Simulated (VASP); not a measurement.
# Rh: single point with r2SCAN

Rh:

```xyz
4
Lattice="2.6917 0.0000 0.0000 -1.3459 2.3311 0.0000 0.0000 0.0000 8.7981" Properties=species:S:1:pos:R:3 pbc="T T T"
Rh    0.0000    0.0000    0.0000
Rh    0.0000    0.0000    4.3990
Rh    0.0000    1.5541    2.1995
Rh    1.3459    0.7770    6.5986
```

This isn't the form of Rh at room conditions, which is fcc.

- Program: VASP 6.6.1
- Task: single point
- Functional: r2SCAN
- Potentials or basis: VASP PAW PBE potentials, release 64 (Rh_pv)
- Cutoff: 550 eV
- k mesh: 9 × 9 × 3
- Occupations: methfessel-paxton, width 0.05 eV
- Spin: no spin polarisation

```json
{"Pressure": "-0.3 GPa", "Band gap on the k mesh": "zero (bands 30 and 31 overlap by 1.68 eV)"}
```

Stress tensor (GPa, compression positive):
```
 0.19  0.00  0.00
 0.00  0.19  0.00
 0.00  0.00 -1.29
```

Levels at points of the mesh, in eV from the Fermi level:
| k point | band 26 | band 27 | band 28 | band 29 | band 30 | band 31 | band 32 | band 33 | band 34 | band 35 |
| --- | --- | --- | --- | --- | --- | --- | --- | --- | --- | --- |
| (0.00, 0.00, 0.00) | -2.69 | -2.69 | -1.51 | -1.51 | -0.88 | -0.88 | -0.37 | -0.37 | 0.44 | 0.44 |

Wall time 88 s on 1 thread of Intel(R) Xeon(R) 6975P-C (Granite Rapids), with other jobs on the host, peak memory 0.21 GiB.

Caveat: the PAW data sets were made with another functional, which shifts forces and pressure a little.
